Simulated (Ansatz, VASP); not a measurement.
**One calculation of Si, two programs**

```xyz
4
Lattice="-3.2576 3.2576 1.8831 3.2576 -3.2576 1.8831 3.2576 3.2576 -1.8831" Properties=species:S:1:pos:R:3 pbc="T T T"
Si   -2.0926    2.0926    1.8831
Si    2.0926   -2.0926    1.8831
Si    2.0926    2.0926    1.8831
Si    1.1649    1.1649    0.0000
```

Alike in both runs: task single point; functional LDA; k mesh 8 × 8 × 8; occupations fermi-dirac, width 0.05 eV; no spin polarisation.

|  | VASP | Ansatz |
| --- | --- | --- |
| version | VASP 6.6.1 | Ansatz 0.2.0 |
| potentials or method | VASP PAW LDA potentials, release 64 (Si) | Ansatz PAW |
| plane-wave cutoff (eV) | 520 | 420 |
| valence electrons in the cell | 16 | 16 |

```tsv
	VASP	Ansatz	Ansatz less VASP
gap on the k mesh at the Fermi level (eV)	0.03	0.04	+0.006
least direct gap on the mesh (eV)	0.21	0.22	+0.003
pressure (GPa)	3.9	3.9	-0.05
traceless stress, the component that is largest in VASP (GPa)	0.08	0.09	+0.011
rms of the force components (eV/Å)	0.040	0.038	-0.0017
```

LDA's correlation is that of Perdew and Zunger in VASP and of Perdew and Wang (1992) in Ansatz. Atom by atom the forces differ by 0.002 eV/Å (rms over components).
